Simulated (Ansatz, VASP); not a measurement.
# MgH2 in VASP and in Ansatz

```
Mg H
1.0
     0.00000    2.38107    2.38107
     2.38107    0.00000    2.38107
     2.38107    2.38107    0.00000
Mg H
1 2
Direct
  0.00000 0.00000 0.00000
  0.75000 0.75000 0.75000
  0.25000 0.25000 0.25000
```

Alike in both runs: task single point; functional RPBE; k mesh 4 × 4 × 4; occupations gaussian, width 0.1 eV; no spin polarisation.

|  | VASP | Ansatz |
| --- | --- | --- |
| version | VASP 6.6.1 | Ansatz 0.2.0 |
| potentials or method | VASP PAW PBE potentials, release 64 (Mg, H), cutoff 600 eV | scalar-relativistic, plane waves, PAW |
| valence electrons in the cell | 4 | 12 |

VASP gave:

| Property | Result |
| --- | --- |
| gap on the k mesh at the Fermi level (eV) | none |
| pressure (GPa) | 1.2 |

Question: What did Ansatz give for the same quantities?

Answer: gap on the k mesh at the Fermi level (eV): none; pressure (GPa): 1.6.

VASP's potentials were made for PBE, not for RPBE. A gap of «none» marks a metal or a gap that the smearing closes. With one functional, cell and mesh, what is left measures potentials, basis and numerics. VASP's potentials hold 4 valence electrons a cell and Ansatz's 12, so a difference there can come from the potentials and not from the codes. Ansatz's warnings: stress scf threshold loose.

The k mesh is coarse, so the values compare programs but aren't converged.
